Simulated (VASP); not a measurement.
# SnTe (Fm-3m) in VASP: a series of runs

The runs below take SnTe through single point, relaxation of cell and atoms, with PBE, LDA.

All numbers are computed with VASP 6.6.1; they aren't measurements. Logs are shortened: lines on timing, memory, paths and dates and some standing lists are left out, and cuts for length are marked.

## 1. The cell of the first run

The structure is cubic, space group Fm-3m (No. 225). Conventional cell: a = 6.379 Å, b = 6.379 Å, c = 6.379 Å, α = 90.00°, β = 90.00°, γ = 90.00°. Within 4.2 Å of Sn (site symmetry m-3m) lie 6 Te at 3.19 Å. Te (site symmetry m-3m) has 6 Sn at 3.19 Å within 4.2 Å.

## 2. Single point, PBE

INCAR

```
PREC     = Accurate       # precision mode
ENCUT    = 520            # plane-wave cutoff, eV
EDIFF    = 1E-6           # SCF threshold, eV
ISMEAR   = -1             # smearing method
SIGMA    = 0.02           # smearing width, eV
LREAL    = False          # projectors in reciprocal space
LASPH    = True           # aspherical terms in the spheres
NELM     = 60             # most SCF steps
ALGO     = Normal         # electronic algorithm
ISIF     = 2              # what is computed and relaxed
LWAVE    = False          # write WAVECAR
LCHARG   = True           # write CHGCAR
GGA      = PE             # functional
LELF     = True           # ELF
LVHAR    = True         
NBANDS   = 17             # bands
```

KPOINTS

```
Automatic mesh
0
Gamma
  8 8 8
```

POSCAR

```
SnTe
1.0
    0.0000000000      3.1893303349      3.1893303349
    3.1893303349      0.0000000000      3.1893303349
    3.1893303349      3.1893303349      0.0000000000
Sn Te
1 1
Direct
    0.0000000000      0.0000000000      0.0000000000
    0.5000000000      0.5000000000      0.5000000000
```

Potentials or basis: VASP PAW PBE potentials, release 64 (Sn_d, Te).

Launch:

```bash
$ cat potpaw_PBE.64/Sn_d/POTCAR potpaw_PBE.64/Te/POTCAR > POTCAR
$ mpirun -np 1 vasp_std > vasp.out
```

OUTCAR:

```text
PREC = Accurate
   ENCUT = 520
   EDIFF = 1E-6
   ISMEAR = -1
   LREAL = False
   LASPH = True
   NELM = 60
   ISIF = 2
   GGA = PE

 ion  position               nearest neighbor table
   1  0.000  0.000  0.000-   2 3.19   2 3.19   2 3.19   2 3.19   2 3.19   2 3.19
   2  0.500  0.500  0.500-   1 3.19   1 3.19   1 3.19   1 3.19   1 3.19   1 3.19

  LATTYP: Found a face centered cubic cell.
 ALAT       =     6.3786606698

  Lattice vectors:

 A1 = (   0.0000000000,   3.1893303349,   3.1893303349)
 A2 = (   3.1893303349,   0.0000000000,   3.1893303349)
 A3 = (   3.1893303349,   3.1893303349,   0.0000000000)

Analysis of symmetry for initial positions (statically):
=====================================================================
 Subroutine PRICEL returns:
 Original cell was already a primitive cell.

 Routine SETGRP: Setting up the symmetry group for a
 face centered cubic supercell.

 Subroutine GETGRP returns: Found 48 space group operations
 (whereof 48 operations were pure point group operations)
 out of a pool of 48 trial point group operations.

The static configuration has the point symmetry O_h .

Analysis of symmetry for dynamics (positions and initial velocities):
=====================================================================
 Subroutine PRICEL returns:
 Original cell was already a primitive cell.

 Routine SETGRP: Setting up the symmetry group for a
 face centered cubic supercell.

 Subroutine GETGRP returns: Found 48 space group operations
 (whereof 48 operations were pure point group operations)
 out of a pool of 48 trial point group operations.

The dynamic configuration has the point symmetry O_h .

 Subroutine INISYM returns: Found 48 space group operations
 (whereof 48 operations are pure point group operations),
 and found     1 'primitive' translations

----------------------------------------------------------------------------------------

                                     Primitive cell

  volume of cell :      64.8826

  direct lattice vectors                    reciprocal lattice vectors
     0.000000000  3.189330335  3.189330335    -0.156772723  0.156772723  0.156772723
     3.189330335  0.000000000  3.189330335     0.156772723 -0.156772723  0.156772723
     3.189330335  3.189330335  0.000000000     0.156772723  0.156772723 -0.156772723

  length of vectors
     4.510394215  4.510394215  4.510394215     0.271538321  0.271538321  0.271538321

  position of ions in fractional coordinates (direct lattice)
     0.000000000  0.000000000  0.000000000
     0.500000000  0.500000000  0.500000000

  ion indices of the primitive-cell ions
   primitive index   ion index
                 1           1
                 2           2

----------------------------------------------------------------------------------------

 KPOINTS: Automatic mesh

Automatic generation of k-mesh.
 Grid dimensions read from file:
 generate k-points for:    8    8    8

 Generating k-lattice:

  Cartesian coordinates                     Fractional coordinates (reciprocal lattice)
    -0.019596590  0.019596590  0.019596590     0.125000000  0.000000000  0.000000000
     0.019596590 -0.019596590  0.019596590     0.000000000  0.125000000  0.000000000
     0.019596590  0.019596590 -0.019596590     0.000000000  0.000000000  0.125000000

  Length of vectors
     0.033942290  0.033942290  0.033942290

  Shift w.r.t. Gamma in fractional coordinates (k-lattice)
     0.000000000  0.000000000  0.000000000

 Subroutine IBZKPT returns following result:
 ===========================================

 Found     29 irreducible k-points:

 Following reciprocal coordinates:
            Coordinates               Weight
  0.000000  0.000000  0.000000      1.000000
  0.125000  0.000000  0.000000      8.000000
  0.250000  0.000000  0.000000      8.000000
  0.375000  0.000000  0.000000      8.000000
  0.500000  0.000000  0.000000      4.000000
  0.125000  0.125000  0.000000      6.000000
[... 16 lines left out ...]
  0.500000  0.250000  0.125000     48.000000
 -0.375000  0.250000  0.125000     24.000000
 [... further k-points ...]
   k-points           NKPTS =     29   k-points in BZ     NKDIM =     29   number of bands    NBANDS=     17
   number of dos      NEDOS =    301   number of ions     NIONS =      2
   total plane-waves  NPLWV =  46656
   dimension x,y,z NGX =    36 NGY =   36 NGZ =   36
   dimension x,y,z NGXF=    72 NGYF=   72 NGZF=   72
   ions per type =               1   1
   NGX,Y,Z   is equivalent  to a cutoff of  13.27, 13.27, 13.27 a.u.
   NGXF,Y,Z  is equivalent  to a cutoff of  26.54, 26.54, 26.54 a.u.
 SYSTEM =  unknown system
   PREC   = accura    normal or accurate (medium, high low for compatibility)
   ISTART =      0    job   : 0-new  1-cont  2-samecut
   ICHARG =      2    charge: 1-file 2-atom 10-const
   ISPIN  =      1    spin polarized calculation?
   LNONCOLLINEAR =      F non collinear calculations
   LSORBIT =      F    spin-orbit coupling
   LASPH  =      T    aspherical Exc in radial PAW
   ENCUT  =  520.0 eV  38.22 Ry    6.18 a.u.   8.39  8.39  8.39*2*pi/ulx,y,z
   NELM   =     60;   NELMIN=  2; NELMDL= -5     # of ELM steps
   EDIFF  = 0.1E-05   stopping-criterion for ELM
   LREAL  =      F    real-space projection
   EDIFFG = 0.1E-04   stopping-criterion for IOM
   NSW    =      0    number of steps for IOM
   IBRION =     -1    ionic relax: 0-MD 1-quasi-New 2-CG
   NFREE  =      0    steps in history (QN), initial steepest desc. (CG)
   ISIF   =      2    stress and relaxation
   ISYM   =      2    0-nonsym 1-usesym 2-fastsym
   POTIM  = 0.5000    time-step for ionic-motion
   TEBEG  =    0.0;   TEEND  =   0.0 temperature during run
   PSTRESS=    0.0 pullay stress
   NELECT =      20.0000    total number of electrons
   NUPDOWN=      -1.0000    fix difference up-down
   EMIN   =  10.00;   EMAX   =-10.00  energy-range for DOS
   EFERMI =   0.00;   METHOD = LEGACY
   ISMEAR =    -1;   SIGMA  =   0.02  broadening in eV -4-tet -1-fermi 0-gaus
   EFERMI_NEDOS =   21; number of points for ismear=-14 and -15
   IALGO  =     38    algorithm
   IMIX   =      4    mixing-type and parameters
     AMIX     =   0.40;   BMIX     =  1.00
     AMIX_MAG =   1.60;   BMIX_MAG =  1.00
  volume/ion in A,a.u.               =      32.44       218.92
[... 25 lines left out ...]

 E-fermi :   6.5387     XC(G=0):  -9.3319

 val. band max:        6.5336315867   @ k =   0.5000   0.0000   0.0000
 cond. band min:       6.5438506672   @ k =   0.5000   0.0000   0.0000
 fundamental gap:      0.0102190805
 Fermi energy:         6.5387411277

 k-point     1 :       0.0000    0.0000    0.0000
  band No.  band energies     occupation
      1     -15.3842      2.00000
      2     -15.3842      2.00000
      3     -15.3804      2.00000
      4     -15.3804      2.00000
      5     -15.3804      2.00000
      6      -6.0295      2.00000
[... 9 lines left out ...]
     16      11.3250      0.00000
     17      13.3387      0.00000

 k-point     2 :       0.1250    0.0000    0.0000
  band No.  band energies     occupation
      1     -15.3847      2.00000
      2     -15.3847      2.00000
      3     -15.3802      2.00000
      4     -15.3796      2.00000
      5     -15.3796      2.00000
      6      -5.9052      2.00000
[... 9 lines left out ...]
     16      11.6361      0.00000
     17      14.2568      0.00000

 k-point     3 :       0.2500    0.0000    0.0000
  band No.  band energies     occupation
      1     -15.3862      2.00000
      2     -15.3862      2.00000
      3     -15.3796      2.00000
      4     -15.3775      2.00000
      5     -15.3775      2.00000
      6      -5.5570      2.00000
[... 9 lines left out ...]
     16      12.5001      0.00000
     17      16.1829      0.00000

 k-point     4 :       0.3750    0.0000    0.0000
  band No.  band energies     occupation
      1     -15.3879      2.00000
      2     -15.3879      2.00000
      3     -15.3791      2.00000
      4     -15.3752      2.00000
      5     -15.3752      2.00000
      6      -5.0952      2.00000
[... 9 lines left out ...]
     16      13.8429      0.00000
     17      16.6227      0.00000

 k-point     5 :       0.5000    0.0000    0.0000
  band No.  band energies     occupation
      1     -15.3885      2.00000
      2     -15.3885      2.00000
      3     -15.3789      2.00000
      4     -15.3743      2.00000
      5     -15.3743      2.00000
      6      -4.8386      2.00000
[... 9 lines left out ...]
     16      15.3146      0.00000
     17      15.3146      0.00000

 k-point     6 :       0.1250    0.1250    0.0000
  band No.  band energies     occupation
      1     -15.3860      2.00000
      2     -15.3836      2.00000
      3     -15.3808      2.00000
      4     -15.3791      2.00000
      5     -15.3791      2.00000
      6      -5.8644      2.00000
[... 9 lines left out ...]
     16      12.1484      0.00000
     17      13.5156      0.00000

 k-point     7 :       0.2500    0.1250    0.0000
  band No.  band energies     occupation
      1     -15.3879      2.00000
      2     -15.3840      2.00000
      3     -15.3807      2.00000
      4     -15.3776      2.00000
      5     -15.3771      2.00000
      6      -5.5920      2.00000
[... 9 lines left out ...]
     16      13.0650      0.00000
     17      14.6208      0.00000

 k-point     8 :       0.3750    0.1250    0.0000
  band No.  band energies     occupation
      1     -15.3894      2.00000
      2     -15.3856      2.00000
      3     -15.3797      2.00000
      4     -15.3761      2.00000
      5     -15.3749      2.00000
      6      -5.1631      2.00000
[... 9 lines left out ...]
     16      14.3863      0.00000
     17      16.3497      0.00000
[... 203 lines left out ...]
      1     -15.3967      2.00000
      2     -15.3825      2.00000
      3     -15.3812      2.00000
      4     -15.3721      2.00000
      5     -15.3718      2.00000
      6      -4.6192      2.00000
[... 9 lines left out ...]
     16      15.9553      0.00000
     17      16.4647      0.00000

 k-point    20 :      -0.3750    0.3750    0.0000
  band No.  band energies     occupation
      1     -15.3947      2.00000
      2     -15.3832      2.00000
      3     -15.3803      2.00000
      4     -15.3735      2.00000
      5     -15.3724      2.00000
      6      -4.5338      2.00000
[... 9 lines left out ...]
     16      14.9252      0.00000
     17      17.0180      0.00000

 k-point    21 :       0.5000    0.5000    0.0000
  band No.  band energies     occupation
      1     -15.3983      2.00000
      2     -15.3835      2.00000
      3     -15.3801      2.00000
      4     -15.3711      2.00000
      5     -15.3711      2.00000
      6      -4.5699      2.00000
[... 9 lines left out ...]
     16      16.9777      0.00000
     17      17.3221      0.00000

 k-point    22 :       0.3750    0.2500    0.1250
  band No.  band energies     occupation
      1     -15.3898      2.00000
      2     -15.3842      2.00000
      3     -15.3806      2.00000
      4     -15.3760      2.00000
      5     -15.3755      2.00000
      6      -5.2782      2.00000
[... 9 lines left out ...]
     16      14.5130      0.00000
     17      14.7407      0.00000

 k-point    23 :       0.5000    0.2500    0.1250
  band No.  band energies     occupation
      1     -15.3909      2.00000
      2     -15.3855      2.00000
      3     -15.3791      2.00000
      4     -15.3753      2.00000
      5     -15.3741      2.00000
      6      -4.8807      2.00000
[... 9 lines left out ...]
     16      14.7191      0.00000
     17      15.9722      0.00000

 k-point    24 :      -0.3750    0.2500    0.1250
  band No.  band energies     occupation
      1     -15.3911      2.00000
      2     -15.3862      2.00000
      3     -15.3778      2.00000
      4     -15.3760      2.00000
      5     -15.3733      2.00000
      6      -4.6735      2.00000
[... 9 lines left out ...]
     16      15.8379      0.00000
     17      15.9335      0.00000

 [... further k-points ...]

------------------------ aborting loop because EDIFF is reached ----------------------------------------

  FORCE on cell =-STRESS in cart. coord.  units (eV):
  Direction    XX          YY          ZZ          XY          YZ          ZX
  --------------------------------------------------------------------------------------
  -------------------------------------------------------------------------------------
  Total        0.2281819      0.2281819      0.2281819     -0.0000000     -0.0000000      0.0000000
  in kB        5.6346028      5.6346028      5.6346028     -0.0000000     -0.0000000      0.0000000
  external PRESSURE =       5.6346028 kB  Pullay stress =       0.0000000 kB

 VOLUME and BASIS-vectors are now :
 -----------------------------------------------------------------------------
  energy-cutoff  :      520.00
  volume of cell :       64.88
      direct lattice vectors                 reciprocal lattice vectors
     0.000000000  3.189330335  3.189330335    -0.156772723  0.156772723  0.156772723
     3.189330335  0.000000000  3.189330335     0.156772723 -0.156772723  0.156772723
     3.189330335  3.189330335  0.000000000     0.156772723  0.156772723 -0.156772723

 POSITION                                       TOTAL-FORCE (eV/Angst)
 -----------------------------------------------------------------------------------
      0.00000      0.00000      0.00000         0.000000      0.000000     -0.000000
      3.18933      3.18933      3.18933         0.000000     -0.000000      0.000000
 -----------------------------------------------------------------------------------
    total drift:                               -0.000000      0.000000      0.000000

  FREE ENERGIE OF THE ION-ELECTRON SYSTEM (eV)
  ---------------------------------------------------
  free  energy   TOTEN  =        -7.5619064013 eV

  energy  without entropy=       -7.5614782419  energy(sigma->0) =       -7.56169232
```

It took 27 s on 1 thread of Intel Xeon Platinum 8375C at 2.90GHz (Ice Lake), shared host; peak memory 0.21 GiB.

What came out:

```yaml
Free_energy: -7.5619 eV
Pressure: 0.6 GPa
Band_gap_on_the_k_mesh: 0.01 eV
```

Caveat: semilocal functionals underestimate gaps, and a narrow one can read as zero; spin-orbit coupling is left out, which moves the levels of the heavy elements. A k mesh can miss the band edges.

## 3. Single point, LDA

INCAR

```
SYSTEM = SnTe
PREC     = Accurate       ! precision mode
ENCUT    = 520            ! plane-wave cutoff, eV
EDIFF    = 1E-7           ! SCF threshold, eV
ISMEAR   = -1             ! smearing method
SIGMA    = 0.02           ! smearing width, eV
LREAL    = .False.        ! projectors in reciprocal space
LASPH    = .True.         ! aspherical terms in the spheres
NELM     = 80             ! most SCF steps
ALGO     = Normal         ! electronic algorithm
ISIF     = 2              ! what is computed and relaxed
LWAVE    = .False.        ! write WAVECAR
LCHARG   = .False.        ! write CHGCAR
NBANDS   = 17             ! bands
```

KPOINTS

```
regular mesh
0
Gamma
  8 8 8
  0 0 0
```

POSCAR is that of step 2.

Potentials or basis: VASP PAW LDA potentials, release 64 (Sn_d, Te).

Launch:

```bash
$ cat potpaw_LDA.64/Sn_d/POTCAR potpaw_LDA.64/Te/POTCAR > POTCAR
$ mpirun -np 1 vasp_std > vasp.out
```

Wall time 26 s (1 thread of Intel Xeon Platinum 8375C at 2.90GHz (Ice Lake), shared host); peak memory 0.18 GiB.

It converged, with:

* Free energy: -8.7915 eV
* Pressure: -2.9 GPa
* Band gap on the k mesh: 0.02 eV

Levels at points of the mesh, in eV from the valence-band top:
| k point | band 7 | band 8 | band 9 | band 10 | band 11 | band 12 | band 13 | band 14 |
| --- | --- | --- | --- | --- | --- | --- | --- | --- |
| (0.00, 0.00, 0.00) | -4.90 | -1.99 | -1.99 | -1.99 | 3.24 | 3.24 | 3.24 | 4.87 |
| (0.50, 0.00, 0.00) | -8.16 | -1.65 | -1.65 | 0.00 | 0.02 | 0.42 | 0.42 | 7.67 |
| (0.50, 0.50, 0.00) | -6.49 | -5.28 | -3.52 | -3.52 | 2.34 | 4.71 | 4.71 | 6.06 |

Caveat: semilocal functionals underestimate gaps, and a narrow one can read as zero; spin-orbit coupling is left out, which moves the levels of the heavy elements.

## 4. Relaxation of cell and atoms, PBE

This run uses another cell than the first one, of 25.68 Å³/atom.

INCAR

```
SYSTEM = SnTe
PREC = Accurate
ENCUT = 600
EDIFF = 1E-7
ISMEAR = -1
SIGMA = 0.02
LREAL = .False.
LASPH = .True.
NELM = 80
ALGO = Normal
ISIF = 3
LWAVE = .False.
LCHARG = .False.
GGA = PE
IBRION = 2
NSW = 80
EDIFFG = -0.005
```

KPOINTS

```
Automatic mesh
0
Gamma
  6 6 6
  0 0 0
```

POSCAR

```
SnTe
1.0
    0.0000000000      2.9504180000      2.9504180000
    2.9504180000      0.0000000000      2.9504180000
    2.9504180000      2.9504180000      0.0000000000
Sn Te
1 1
Direct
    0.0000000000      0.0000000000      0.0000000000
    0.5000000000      0.5000000000      0.5000000000
```

Potentials or basis: VASP PAW PBE potentials, release 64 (Sn_d, Te).

Launch:

```bash
$ cat potpaw_PBE.64/Sn_d/POTCAR potpaw_PBE.64/Te/POTCAR > POTCAR
$ mpirun -np 1 vasp_std > vasp.out
```

Run time: 42 s. Hardware: 1 thread of Intel Xeon Platinum 8375C at 2.90GHz (Ice Lake), shared host; peak memory 0.22 GiB.

It converged, with:

- Free energy: -7.5626 eV
- Relaxed volume: 32.94 Å³/atom
- Relaxed cell: a = 4.534 Å, b = 4.534 Å, c = 4.534 Å, α = 60.00°, β = 60.00°, γ = 60.00°
- Space group after relaxing (to 0.1 Å): Fm-3m (No. 225)
- Energy gained by relaxing: 313.1 meV/atom
- Ionic steps: 3
- Pressure after relaxing: 0.0 GPa
- Band gap on the k mesh: 0.05 eV

The path:
```tsv
step	energy change (eV)	largest force (eV/Å)	pressure (GPa)	volume (Å³)
1	0.0000	0.0000	16.73	51.37
2	-0.5241	0.0000	-3.65	73.99
3	-0.6262	0.0000	0.01	65.89
```

Final structure:
```yaml
crystal:
  lattice:
    - [0.00000, 3.20568, 3.20568]
    - [3.20568, 0.00000, 3.20568]
    - [3.20568, 3.20568, 0.00000]
  atoms:
    - { symbol: Sn, position: [0.00000, 0.00000, 0.00000] }
    - { symbol: Te, position: [0.50000, 0.50000, 0.50000] }
```

Levels at points of the mesh, in eV from the valence-band top:
| k point | band 7 | band 8 | band 9 | band 10 | band 11 | band 12 | band 13 | band 14 |
| --- | --- | --- | --- | --- | --- | --- | --- | --- |
| (0.00, 0.00, 0.00) | -4.87 | -2.00 | -2.00 | -2.00 | 3.25 | 3.25 | 3.25 | 4.85 |
| (0.50, 0.00, 0.00) | -8.06 | -1.67 | -1.67 | 0.00 | 0.05 | 0.45 | 0.45 | 7.67 |
| (0.50, 0.50, 0.00) | -6.43 | -5.21 | -3.49 | -3.49 | 2.38 | 4.68 | 4.68 | 6.02 |

Caveat: the volume moved by over 15 % at a fixed basis, so the end points are rough; semilocal functionals underestimate gaps, and a narrow one can read as zero; spin-orbit coupling is left out, which moves the levels of the heavy elements.

## 5. Summary

| task | level | potentials or basis | cell | k mesh | cutoff (eV) | gap on the mesh (eV) | pressure (GPa) |
| --- | --- | --- | --- | --- | --- | --- | --- |
| single point | PBE | VASP PAW PBE potentials, release 64 (Sn_d, Te) | a = 4.510 Å, angles 60.0°, 2 atoms | 8 × 8 × 8 | 520 | 0.01 | 0.6 |
| single point | LDA | VASP PAW LDA potentials, release 64 (Sn_d, Te) | a = 4.510 Å, angles 60.0°, 2 atoms | 8 × 8 × 8 | 520 | 0.02 | -2.9 |
| relaxation of cell and atoms | PBE | VASP PAW PBE potentials, release 64 (Sn_d, Te) | relaxed from a = 4.173 Å, angles 60.0°, 2 atoms | 6 × 6 × 6 | 600 | 0.05 | 0.0 |

Alike in all rows: no spin polarisation; smearing fermi-dirac 0.02 eV.

Caveats: semilocal functionals underestimate gaps, and a narrow one can read as zero; spin-orbit coupling is left out, which moves the levels of the heavy elements; the volume moved by over 15 % at a fixed basis, so the end points are rough (at least some runs).

Total energies depend on the potentials used, so only differences within one code and one set of settings carry meaning.
